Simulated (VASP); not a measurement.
Al3C: single point with PBE

The system is Al3C.

```
CELL_PARAMETERS angstrom
-1.80694 1.80694 4.13113
1.80694 -1.80694 4.13113
1.80694 1.80694 -4.13113
ATOMIC_POSITIONS crystal
Al 0.50000 0.50000 0.00000
Al 0.25000 0.75000 0.50000
Al 0.75000 0.25000 0.50000
C 0.00000 0.00000 0.00000
```

```yaml
Program: VASP 6.6.1
Task: single point
Functional: PBE
Potentials_or_basis: VASP PAW PBE potentials, release 64 (Al, C)
Cutoff: 520 eV
k_mesh: 18 × 18 × 18
Occupations: gaussian, width 0.1 eV
Spin: no spin polarisation
Dipole_correction: no
Further_INCAR_settings: ALGO = Normal; EDIFF = 1e-06; NBANDS = 14
```

* Pressure: 0.0 GPa

Levels at points of the mesh, in eV from the Fermi level:
| k point | band 3 | band 4 | band 5 | band 6 | band 7 | band 8 | band 9 | band 10 |
| --- | --- | --- | --- | --- | --- | --- | --- | --- |
| (0.00, 0.00, 0.00) | -4.74 | -2.10 | -2.10 | -0.30 | -0.09 | -0.02 | -0.02 | 2.18 |
| (0.50, 0.00, 0.00) | -5.86 | -5.09 | -1.51 | 0.23 | 0.43 | 1.30 | 2.61 | 3.26 |
| (0.50, 0.50, 0.00) | -5.55 | -5.30 | -5.26 | -3.94 | -0.86 | 0.83 | 1.06 | 1.68 |
| (0.50, 0.50, 0.50) | -3.30 | -3.08 | -3.08 | 0.70 | 1.22 | 2.73 | 2.73 | 4.47 |

It took 8.6 min on 1 thread of Intel Xeon 8259CL, on a shared host, peak memory 0.44 GiB.
